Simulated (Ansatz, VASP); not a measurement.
One calculation of Nb, two programs

```
CELL_PARAMETERS angstrom
-1.66395 1.88226 1.66395
1.66395 -1.88226 1.66395
1.66395 1.88226 -1.66395
ATOMIC_POSITIONS crystal
Nb 0.00000 0.00000 0.00000
```

Change from the starting cell: strain +0.1312 x Voigt [0, 1, 0, 0, 0, 0], atoms carried along.

Alike in both runs: task single point; functional LDA; k mesh 20 × 20 × 20; occupations gaussian, width 0.15 eV; no spin polarisation.

|  | VASP | Ansatz |
| --- | --- | --- |
| version | VASP 6.6.1 | Ansatz 0.2.0 |
| potentials or method | VASP PAW LDA potentials, release 64 (Nb_sv), cutoff 500 eV | scalar-relativistic, plane waves, PAW |
| valence electrons in the cell | 13 | 13 |

```csv
,VASP,Ansatz,Ansatz less VASP
gap on the k mesh at the Fermi level (eV),none,none,-
pressure (GPa),-25.1,-25.0,+0.11
"traceless stress, the component that is largest in VASP (GPa)",-6.34,-6.34,+0.001
```

LDA's correlation is that of Perdew and Zunger in VASP and of Perdew and Wang (1992) in Ansatz. A gap of «none» marks a metal or a gap that the smearing closes.
